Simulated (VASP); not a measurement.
# MgO (P6_3/mmc) in VASP: notebook

The runs below take MgO through single point, with PBE.

All numbers are computed with VASP 6.6.1; they aren't measurements. Logs are shortened: lines on timing, memory, paths and dates and some standing lists are left out, and cuts for length are marked.

**1. The cell of the first run**

Symmetry: P6_3/mmc, No. 194, hexagonal system. The conventional cell has a = 3.449 Å, b = 3.449 Å, c = 4.161 Å, α = 90.00°, β = 90.00°, γ = 120.00°. Mg (site symmetry -6m2) has 5 O at 1.99 to 2.08 Å within 2.6 Å. O (site symmetry -6m2) has 5 Mg at 1.99 to 2.08 Å within 2.6 Å.

**2. Single point, PBE (10.72 Å³/atom)**

The input, INCAR:

```
SYSTEM = MgO
PREC = Accurate ; ENCUT = 520
EDIFF = 1E-7 ; ISMEAR = 0
SIGMA = 0.02 ; LREAL = .FALSE.
LASPH = .TRUE. ; NELM = 100
ALGO = Normal ; ISIF = 2
LWAVE = .FALSE. ; LCHARG = .TRUE.
GGA = PE ; LELF = .TRUE.
LVHAR = .TRUE. ; NBANDS = 16
```

The input, KPOINTS:

```
regular mesh
0
G
  12 12 6
  0 0 0
```

The input, POSCAR:

```
MgO
1.0
    3.4491571008      0.0000000000      0.0000000000
   -1.7245785504      2.9870576709      0.0000000000
    0.0000000000      0.0000000000      4.1606847586
Mg O
2 2
Direct
    0.3333333333      0.6666666667     -0.0477000050
    0.6666666667      0.3333333333      0.4522999950
    0.3333333333      0.6666666667      0.4522999950
    0.6666666667      0.3333333333      0.9522999950
```

Potentials or basis: VASP PAW PBE potentials, release 64 (Mg, O).

Command:

```
> cat potpaw_PBE.64/Mg/POTCAR potpaw_PBE.64/O/POTCAR > POTCAR
> mpirun -np 1 vasp_std > vasp.out
```

OUTCAR:

```text
SYSTEM = MgO
   PREC = Accurate
   ENCUT = 520
   EDIFF = 1E-7
   ISMEAR = 0
   LREAL = .FALSE.
   LASPH = .TRUE.
   NELM = 100
   ISIF = 2
   GGA = PE

 ion  position               nearest neighbor table
   1  0.333  0.667  0.952-   4 1.99   4 1.99   4 1.99   3 2.08   3 2.08   2 2.88   2 2.88   2 2.88
                             2 2.88   2 2.88   2 2.88
   2  0.667  0.333  0.452-   3 1.99   3 1.99   3 1.99   4 2.08   4 2.08   1 2.88   1 2.88   1 2.88
                             1 2.88   1 2.88   1 2.88
   3  0.333  0.667  0.452-   2 1.99   2 1.99   2 1.99   1 2.08   1 2.08
   4  0.667  0.333  0.952-   1 1.99   1 1.99   1 1.99   2 2.08   2 2.08

  LATTYP: Found a hexagonal cell.
 ALAT       =     3.4491571008
 C/A-ratio  =     1.2062903014

  Lattice vectors:

 A1 = (   3.4491571008,   0.0000000000,   0.0000000000)
 A2 = (  -1.7245785504,   2.9870576709,   0.0000000000)
 A3 = (   0.0000000000,   0.0000000000,   4.1606847586)

Analysis of symmetry for initial positions (statically):
=====================================================================
 Subroutine PRICEL returns:
 Original cell was already a primitive cell.

 Routine SETGRP: Setting up the symmetry group for a
 hexagonal supercell.

 Subroutine GETGRP returns: Found 24 space group operations
 (whereof  6 operations were pure point group operations)
 out of a pool of 24 trial point group operations.

The static configuration has the point symmetry C_3v.
 The point group associated with its full space group is D_6h.

Analysis of symmetry for dynamics (positions and initial velocities):
=====================================================================
 Subroutine PRICEL returns:
 Original cell was already a primitive cell.

 Routine SETGRP: Setting up the symmetry group for a
 hexagonal supercell.

 Subroutine GETGRP returns: Found 24 space group operations
 (whereof  6 operations were pure point group operations)
 out of a pool of 24 trial point group operations.

The dynamic configuration has the point symmetry C_3v.
 The point group associated with its full space group is D_6h.

 Subroutine INISYM returns: Found 24 space group operations
 (whereof  6 operations are pure point group operations),
 and found     1 'primitive' translations

----------------------------------------------------------------------------------------

                                     Primitive cell

  volume of cell :      42.8668

  direct lattice vectors                    reciprocal lattice vectors
     3.449157101  0.000000000  0.000000000     0.289925907  0.167388800  0.000000000
    -1.724578550  2.987057671  0.000000000     0.000000000  0.334777601  0.000000000
     0.000000000  0.000000000  4.160684759     0.000000000  0.000000000  0.240345053

  length of vectors
     3.449157101  3.449157101  4.160684759     0.334777601  0.334777601  0.240345053

  position of ions in fractional coordinates (direct lattice)
     0.333333333  0.666666667  0.952299995
     0.666666667  0.333333333  0.452299995
     0.333333333  0.666666667  0.452299995
     0.666666667  0.333333333  0.952299995

  ion indices of the primitive-cell ions
   primitive index   ion index
                 1           1
                 2           2
                 3           3
                 4           4

----------------------------------------------------------------------------------------

 KPOINTS: regular mesh

Automatic generation of k-mesh.
 Grid dimensions read from file:
 generate k-points for:   12   12    6

 Generating k-lattice:

  Cartesian coordinates                     Fractional coordinates (reciprocal lattice)
     0.024160492  0.013949067  0.000000000     0.083333333  0.000000000  0.000000000
     0.000000000  0.027898133  0.000000000     0.000000000  0.083333333  0.000000000
     0.000000000  0.000000000  0.040057509     0.000000000  0.000000000  0.166666667

  Length of vectors
     0.027898133  0.027898133  0.040057509

  Shift w.r.t. Gamma in fractional coordinates (k-lattice)
     0.000000000  0.000000000  0.000000000

 Subroutine IBZKPT returns following result:
 ===========================================

 Found     76 irreducible k-points:

 Following reciprocal coordinates:
            Coordinates               Weight
  0.000000  0.000000  0.000000      1.000000
  0.083333 -0.000000  0.000000      6.000000
  0.166667 -0.000000  0.000000      6.000000
  0.250000 -0.000000  0.000000      6.000000
  0.333333  0.000000  0.000000      6.000000
  0.416667 -0.000000  0.000000      6.000000
[... 16 lines left out ...]
  0.250000 -0.000000  0.166667     12.000000
  0.333333  0.000000  0.166667     12.000000
 [... further k-points ...]
   k-points           NKPTS =     76   k-points in BZ     NKDIM =     76   number of bands    NBANDS=     16
   number of dos      NEDOS =    301   number of ions     NIONS =      4
   total plane-waves  NPLWV =  25088
   dimension x,y,z NGX =    28 NGY =   28 NGZ =   32
   dimension x,y,z NGXF=    56 NGYF=   56 NGZF=   64
   ions per type =               2   2
   NGX,Y,Z   is equivalent  to a cutoff of  13.50, 13.50, 12.79 a.u.
   NGXF,Y,Z  is equivalent  to a cutoff of  26.99, 26.99, 25.57 a.u.
 SYSTEM =  MgO
   PREC   = accura    normal or accurate (medium, high low for compatibility)
   ISTART =      0    job   : 0-new  1-cont  2-samecut
   ICHARG =      2    charge: 1-file 2-atom 10-const
   ISPIN  =      1    spin polarized calculation?
   LNONCOLLINEAR =      F non collinear calculations
   LSORBIT =      F    spin-orbit coupling
   LASPH  =      T    aspherical Exc in radial PAW
   ENCUT  =  520.0 eV  38.22 Ry    6.18 a.u.   6.41  6.41  7.74*2*pi/ulx,y,z
   NELM   =    100;   NELMIN=  2; NELMDL= -5     # of ELM steps
   EDIFF  = 0.1E-06   stopping-criterion for ELM
   LREAL  =      F    real-space projection
   EDIFFG = 0.1E-05   stopping-criterion for IOM
   NSW    =      0    number of steps for IOM
   IBRION =     -1    ionic relax: 0-MD 1-quasi-New 2-CG
   NFREE  =      0    steps in history (QN), initial steepest desc. (CG)
   ISIF   =      2    stress and relaxation
   ISYM   =      2    0-nonsym 1-usesym 2-fastsym
   POTIM  = 0.5000    time-step for ionic-motion
   TEBEG  =    0.0;   TEEND  =   0.0 temperature during run
   PSTRESS=    0.0 pullay stress
   NELECT =      16.0000    total number of electrons
   NUPDOWN=      -1.0000    fix difference up-down
   EMIN   =  10.00;   EMAX   =-10.00  energy-range for DOS
   EFERMI =   0.00;   METHOD = LEGACY
   ISMEAR =     0;   SIGMA  =   0.02  broadening in eV -4-tet -1-fermi 0-gaus
   EFERMI_NEDOS =   21; number of points for ismear=-14 and -15
   IALGO  =     38    algorithm
   IMIX   =      4    mixing-type and parameters
     AMIX     =   0.40;   BMIX     =  1.00
     AMIX_MAG =   1.60;   BMIX_MAG =  1.00
  volume/ion in A,a.u.               =      10.72        72.32
  Fermi-wavevector in a.u.,A,eV,Ry     =   1.178712  2.227443 18.903416  1.389362
  Thomas-Fermi vector in A             =   2.315036
   LORBIT       =      0    0 simple, 1 ext, 2 COOP (PROOUT), +10 PAW based schemes
   GGA     = PE    functional components
   LHFCALC =     F    Hartree Fock is set to
   AEXX    =    0.0000 exact exchange contribution
   IVDW    =     0    specifies the selected vdW correction
   LEPSILON=     F    determine dielectric tensor
   LRPA    =     F    only Hartree local field effects (RPA)
 non-spin polarized calculation
 Gauss-broadening in eV      SIGMA  =   0.02
  energy-cutoff  :      520.00
  volume of cell :       42.87
 maximum number of plane-waves:      1174
 NGX is ok and might be reduce to    28
   NGX = 13   NGY = 13   NGZ = 15

 number of electron      16.0000004 magnetization

 Free energy of the ion-electron system (eV)
  ---------------------------------------------------
  ext. energy  EPLUGINS =         0.00000000
  ---------------------------------------------------
  free energy    TOTEN  =       -23.61543128 eV

  energy without entropy =      -23.61543128  energy(sigma->0) =      -23.61543128

 E-fermi :   2.2858     XC(G=0): -10.1903

 val. band max:        2.1899805596   @ k =   0.0000   0.0000   0.0000
 cond. band min:       5.7536441793   @ k =   0.0000   0.0000   0.0000
 fundamental gap:      3.5636636197
 Fermi energy:         2.2858233375

 k-point     1 :       0.0000    0.0000    0.0000
  band No.  band energies     occupation
      1     -14.8727      2.00000
      2     -13.4162      2.00000
      3      -1.5685      2.00000
      4       0.4037      2.00000
      5       0.4037      2.00000
      6       1.3352      2.00000
[... 8 lines left out ...]
     15      17.9694      0.00000
     16      18.1551      0.00000

 k-point     2 :       0.0833   -0.0000    0.0000
  band No.  band energies     occupation
      1     -14.8363      2.00000
      2     -13.4215      2.00000
      3      -1.5124      2.00000
      4       0.2917      2.00000
      5       0.3458      2.00000
      6       1.1489      2.00000
[... 8 lines left out ...]
     15      17.6334      0.00000
     16      17.8286      0.00000

 k-point     3 :       0.1667   -0.0000    0.0000
  band No.  band energies     occupation
      1     -14.7322      2.00000
      2     -13.4402      2.00000
      3      -1.3480      2.00000
      4      -0.0564      2.00000
      5       0.2076      2.00000
      6       0.7986      2.00000
[... 8 lines left out ...]
     15      17.0928      0.00000
     16      17.1797      0.00000

 k-point     4 :       0.2500   -0.0000    0.0000
  band No.  band energies     occupation
      1     -14.5750      2.00000
      2     -13.4791      2.00000
      3      -1.0885      2.00000
      4      -0.5624      2.00000
      5       0.0487      2.00000
      6       0.5149      2.00000
[... 8 lines left out ...]
     15      16.3047      0.00000
     16      17.0247      0.00000

 k-point     5 :       0.3333    0.0000    0.0000
  band No.  band energies     occupation
      1     -14.3900      2.00000
      2     -13.5439      2.00000
      3      -1.0408      2.00000
      4      -0.7610      2.00000
      5      -0.0892      2.00000
      6       0.3170      2.00000
[... 8 lines left out ...]
     15      16.5752      0.00000
     16      17.0693      0.00000

 k-point     6 :       0.4167   -0.0000    0.0000
  band No.  band energies     occupation
      1     -14.2180      2.00000
      2     -13.6267      2.00000
      3      -1.3668      2.00000
      4      -0.4267      2.00000
      5      -0.1809      2.00000
      6       0.1968      2.00000
[... 8 lines left out ...]
     15      17.0094      0.00000
     16      17.1560      0.00000
[... 267 lines left out ...]
 k-point    21 :       0.0833   -0.0000    0.1667
  band No.  band energies     occupation
      1     -14.7429      2.00000
      2     -13.5159      2.00000
      3      -1.4064      2.00000
      4       0.3738      2.00000
      5       0.4080      2.00000
      6       0.9653      2.00000
[... 8 lines left out ...]
     15      17.2714      0.00000
     16      18.2511      0.00000

 k-point    22 :       0.1667   -0.0000    0.1667
  band No.  band energies     occupation
      1     -14.6441      2.00000
      2     -13.5228      2.00000
      3      -1.3373      2.00000
      4       0.0648      2.00000
      5       0.2806      2.00000
      6       0.5788      2.00000
[... 8 lines left out ...]
     15      16.9195      0.00000
     16      17.7248      0.00000

 k-point    23 :       0.2500   -0.0000    0.1667
  band No.  band energies     occupation
      1     -14.4960      2.00000
      2     -13.5438      2.00000
      3      -1.2913      2.00000
      4      -0.3550      2.00000
      5       0.1327      2.00000
      6       0.3462      2.00000
[... 8 lines left out ...]
     15      16.8138      0.00000
     16      17.0753      0.00000

 k-point    24 :       0.3333    0.0000    0.1667
  band No.  band energies     occupation
      1     -14.3234      2.00000
      2     -13.5874      2.00000
      3      -1.4023      2.00000
      4      -0.5520      2.00000
      5       0.0035      2.00000
      6       0.1962      2.00000
[... 8 lines left out ...]
     15      16.6694      0.00000
     16      16.8909      0.00000

 [... further k-points ...]
[... 5 lines left out ...]
  --------------------------------------------------------------------------------------
  -------------------------------------------------------------------------------------
  Total        2.1191078      2.1191078      2.0751497      0.0000000      0.0000000      0.0000000
  in kB       79.2031108     79.2031108     77.5601471      0.0000000      0.0000000      0.0000000
  external PRESSURE =      78.6554563 kB  Pullay stress =       0.0000000 kB

 VOLUME and BASIS-vectors are now :
 -----------------------------------------------------------------------------
  energy-cutoff  :      520.00
  volume of cell :       42.87
      direct lattice vectors                 reciprocal lattice vectors
     3.449157101  0.000000000  0.000000000     0.289925907  0.167388800  0.000000000
    -1.724578550  2.987057671  0.000000000     0.000000000  0.334777601  0.000000000
     0.000000000  0.000000000  4.160684759     0.000000000  0.000000000  0.240345053

 POSITION                                       TOTAL-FORCE (eV/Angst)
 -----------------------------------------------------------------------------------
     -0.00000      1.99137      3.96222         0.000000      0.000000     -0.000000
      1.72458      0.99569      1.88188         0.000000      0.000000      0.000000
     -0.00000      1.99137      1.88188        -0.000000     -0.000000      0.000000
      1.72458      0.99569      3.96222         0.000000     -0.000000     -0.000000
 -----------------------------------------------------------------------------------
    total drift:                               -0.000000      0.000000     -0.000086

  FREE ENERGIE OF THE ION-ELECTRON SYSTEM (eV)
  ---------------------------------------------------
  free  energy   TOTEN  =       -23.6154312768 eV

  energy  without entropy=      -23.6154312768  energy(sigma->0) =      -23.61543128
```

Wall time 2.1 min (1 thread of Intel Xeon 8259CL, shared host); peak memory 0.19 GiB.

What came out:

* Free energy: -23.6154 eV
* Pressure: 7.9 GPa
* Band gap on the k mesh: 3.56 eV

Caveat: the cell stands under pressure. A k mesh can miss the band edges.

**3. Single point, PBE (11.08 Å³/atom)**

This run uses another cell than the first one, of 11.08 Å³/atom.

The input, INCAR:

```
SYSTEM = MgO
  PREC = Accurate
  ENCUT = 520
  EDIFF = 1E-7
  ISMEAR = 0
  SIGMA = 0.02
  LREAL = .False.
  LASPH = .True.
  NELM = 80
  ALGO = Normal
  ISIF = 2
  LWAVE = .False.
  LCHARG = .False.
  GGA = PE
  NBANDS = 16
```

The input, KPOINTS:

```
regular mesh
0
Gamma
  12 12 6
  0 0 0
```

The input, POSCAR:

```
MgO
1.0
    3.4894916097      0.0000000000      0.0000000000
   -1.7447458048      3.0219883803      0.0000000000
    0.0000000000      0.0000000000      4.2036366229
Mg O
2 2
Direct
    0.3333333333      0.6666666667     -0.0477000050
    0.6666666667      0.3333333333      0.4522999950
    0.3333333333      0.6666666667      0.4522999950
    0.6666666667      0.3333333333      0.9522999950
```

Potentials or basis: VASP PAW PBE potentials, release 64 (Mg, O).

Command:

```
> cat potpaw_PBE.64/Mg/POTCAR potpaw_PBE.64/O/POTCAR > POTCAR
> mpirun -np 1 vasp_std > vasp.out
```

Wall time 1.9 min (1 thread of Intel Xeon 8259CL, shared host); peak memory 0.2 GiB.

Results (log left out):

- Free energy: -23.6655 eV
- Pressure: 2.9 GPa
- Band gap on the k mesh: 3.39 eV

Stress tensor (GPa, compression positive):
```
2.94 0.00 0.00
0.00 2.94 0.00
0.00 0.00 2.84
```

Levels at points of the mesh, in eV from the valence-band top:
```csv
k point,band 6,band 7,band 8,band 9,band 10,band 11
"(0.00, 0.00, 0.00)",-0.81,-0.81,0.00,3.39,9.40,12.15
"(0.50, 0.00, 0.00)",-1.97,-1.29,-0.54,6.98,9.00,9.80
"(0.00, 0.00, 0.50)",-1.28,-1.28,-1.28,6.42,6.42,12.88
"(0.50, 0.00, 0.50)",-1.53,-0.82,-0.82,7.29,7.29,11.88
```

A k mesh can miss the band edges.

**4. Single point, PBE (11.45 Å³/atom)**

This run uses another cell than the first one, of 11.45 Å³/atom.

The input, INCAR:

```
PREC = Accurate
ENCUT = 520
EDIFF = 1E-7
ISMEAR = 0
SIGMA = 0.02
LREAL = False
LASPH = True
NELM = 80
ALGO = Normal
ISIF = 2
LWAVE = False
LCHARG = False
GGA = PE
NBANDS = 16
```

The input, KPOINTS:

```
Automatic mesh
0
Gamma
  12 12 6
```

The input, POSCAR:

```
MgO
1.0
    3.5274238381      0.0000000000      0.0000000000
   -1.7637119190      3.0548386538      0.0000000000
    0.0000000000      0.0000000000      4.2493319053
Mg O
2 2
Direct
    0.3333333333      0.6666666667     -0.0476945176
    0.6666666667      0.3333333333      0.4523054824
    0.3333333333      0.6666666667      0.4522945076
    0.6666666667      0.3333333333      0.9522945076
```

Command:

```
> cat potpaw_PBE.64/Mg/POTCAR potpaw_PBE.64/O/POTCAR > POTCAR
> mpirun -np 1 vasp_std > vasp.out
```

It took 2.3 min on 1 thread of Intel Xeon 8259CL, shared host; peak memory 0.2 GiB.

Results (log left out):

* Free energy: -23.6739 eV
* Pressure: -1.3 GPa
* Band gap on the k mesh: 3.23 eV

Stress tensor (GPa, compression positive):
```
-1.20  0.00  0.00
 0.00 -1.20  0.00
 0.00  0.00 -1.49
```

Levels at points of the mesh, in eV from the valence-band top:
```csv
k point,band 6,band 7,band 8,band 9,band 10,band 11
"(0.00, 0.00, 0.00)",-0.77,-0.77,0.00,3.23,9.13,11.89
"(0.50, 0.00, 0.00)",-1.92,-1.24,-0.52,6.88,8.67,9.71
"(0.00, 0.00, 0.50)",-1.23,-1.23,-1.23,6.24,6.24,12.66
"(0.50, 0.00, 0.50)",-1.48,-0.78,-0.78,7.18,7.18,11.52
```

**5. The runs side by side**

```csv
cell,gap on the mesh (eV),pressure (GPa)
"a = 3.449, b = 3.449, c = 4.161 Å, angles 90.0, 90.0, 120.0°, 4 atoms",3.56,7.9
"a = 3.489, b = 3.489, c = 4.204 Å, angles 90.0, 90.0, 120.0°, 4 atoms",3.39,2.9
"a = 3.527, b = 3.527, c = 4.249 Å, angles 90.0, 90.0, 120.0°, 4 atoms",3.23,-1.3
```

Alike in all rows: task single point; level PBE; potentials or basis VASP PAW PBE potentials, release 64 (Mg, O); no spin polarisation; k mesh 12 × 12 × 6; cutoff (eV) 520; smearing gaussian 0.02 eV.

Caveats: the cell stands under pressure (at least some runs).

Total energies depend on the potentials used, so only differences within one code and one set of settings carry meaning.
